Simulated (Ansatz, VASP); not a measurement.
Rh in VASP and in Ansatz

```
Rh
1.0
     0.00000    1.91414    1.91414
     1.91414    0.00000    1.91414
     1.91414    1.91414    0.00000
Rh
1
Direct
  0.00000 0.00000 0.00000
```

Change from the starting cell: volume scaled by 1.02, PAW files.

Alike in both runs: task electric field gradients; functional PBE; k mesh 16 × 16 × 16; occupations fermi-dirac, width 0.03 eV; no spin polarisation.

|  | VASP | Ansatz |
| --- | --- | --- |
| version | VASP 6.6.1 | Ansatz 0.2.0 |
| potentials or method | VASP PAW PBE potentials, release 64 (Rh_pv) | PAW with Ansatz's default frozen-core files, scalar-relativistic |
| plane-wave cutoff (eV) | 520 | 420 |
| valence electrons in the cell | 15 | 17 |

```tsv
	VASP	Ansatz	Ansatz less VASP
pressure (GPa)	0.4	0.4	-0.04
```

The functional is the same, so the differences come from potentials, cutoffs and numerics. VASP's potentials hold 15 valence electrons a cell and Ansatz's 17, so a difference there can come from the potentials and not from the codes.
